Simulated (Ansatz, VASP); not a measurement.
## Nb: VASP beside Ansatz

The input INCAR:

```
PREC     = Accurate       # precision mode
ENCUT    = 520            # plane-wave cutoff, eV
EDIFF    = 1E-7           # SCF threshold, eV
ISMEAR   = 0              # smearing method
SIGMA    = 0.15           # smearing width, eV
LREAL    = F              # projectors in reciprocal space
LASPH    = T              # aspherical terms in the spheres
NELM     = 60             # most SCF steps
ALGO     = Normal         # electronic algorithm
ISIF     = 2              # what is computed and relaxed
LWAVE    = F              # write WAVECAR
LCHARG   = T              # write CHGCAR
GGA      = PE             # functional
LELF     = T              # ELF
LVHAR    = T            
NBANDS   = 12             # bands
```

Contents of KPOINTS:

```
Automatic mesh
0
Gamma
  20 20 20
```

POSCAR

```
Nb
1.0
   -1.5807525000      1.5807525000      1.6639500000
    1.5807525000     -1.5807525000      1.6639500000
    1.5807525000      1.5807525000     -1.6639500000
Nb
1
Direct
    0.0000000000      0.0000000000      0.0000000000
```

Input for Ansatz:

```yaml
crystal:
  lattice:
    - [-1.5807525, 1.5807525, 1.66395]
    - [1.5807525, -1.5807525, 1.66395]
    - [1.5807525, 1.5807525, -1.66395]
  atoms:
    - { symbol: Nb, position: [0.0, 0.0, 0.0] }
basis:
  ecutwfc: 420
kpoints:
  mp_grid: { grid: [20, 20, 20] }
hamiltonian:
  xc: pbe
scf:
  occupations: { method: gaussian, width: 0.15 }
output:
  forces: true
  stress: true
  eigenvalues: true
  write_density: true
  write_potential: true
  elf: true
  volumetric_format: npy
```

Change from the starting cell: strain -0.050 along x and y, +0.000 along z, atoms carried along.

Alike in both runs: task single point; functional PBE; k mesh 20 × 20 × 20; occupations gaussian, width 0.15 eV; no spin polarisation.

|  | VASP | Ansatz |
| --- | --- | --- |
| version | VASP 6.6.1 | Ansatz 0.2.0 |
| potentials or method | VASP PAW PBE potentials, release 64 (Nb_sv), cutoff 520 eV | scalar-relativistic, plane waves, PAW |
| valence electrons in the cell | 13 | 13 |

```tsv
	VASP	Ansatz	Ansatz less VASP
gap on the k mesh at the Fermi level (eV)	none	none	-
pressure (GPa)	17.0	17.4	+0.38
traceless stress, the component that is largest in VASP (GPa)	-5.14	-5.15	-0.012
```

A gap of «none» marks a metal or a gap that the smearing closes. The functional is the same, so the differences come from potentials, cutoffs and numerics.
